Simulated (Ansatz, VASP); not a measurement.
One calculation of Si4C, two programs

```
Si C
1.0
     2.85050    0.00000    0.00000
    -1.42525    2.46860    0.00000
     0.00000    0.00000   17.97979
Si C
8 2
Cartesian
  0.0000 1.6457 14.6954
  0.0000 1.6457 1.0489
  0.0000 1.6457 7.9410
  0.0000 1.6457 12.2743
  1.4252 0.8229 16.9309
  1.4252 0.8229 3.2844
  1.4252 0.8229 5.7055
  1.4252 0.8229 10.0388
  0.0000 1.6457 4.4949
  1.4252 0.8229 13.4848
```

Alike in both runs: functional PBE; k mesh 18 × 18 × 2; occupations gaussian, width 0.1 eV; no spin polarisation.

Ansatz relaxed the structure, and its values are those at the end. VASP's run is a single point on that final structure, the one shown.

|  | VASP | Ansatz |
| --- | --- | --- |
| version | VASP 6.6.1 | Ansatz 0.2.0 |
| potentials or method | VASP PAW PBE potentials, release 64 (Si, C), cutoff 520 eV | scalar-relativistic, plane waves, PAW |
| valence electrons in the cell | 40 | 40 |

```tsv
	VASP	Ansatz	Ansatz less VASP
gap on the k mesh at the Fermi level (eV)	none	none	-
pressure (GPa)	0.0	0.0	+0.01
rms of the force components (eV/Å)	0.012	0.003	-0.0092
```

A gap of «none» marks a metal or a gap that the smearing closes.
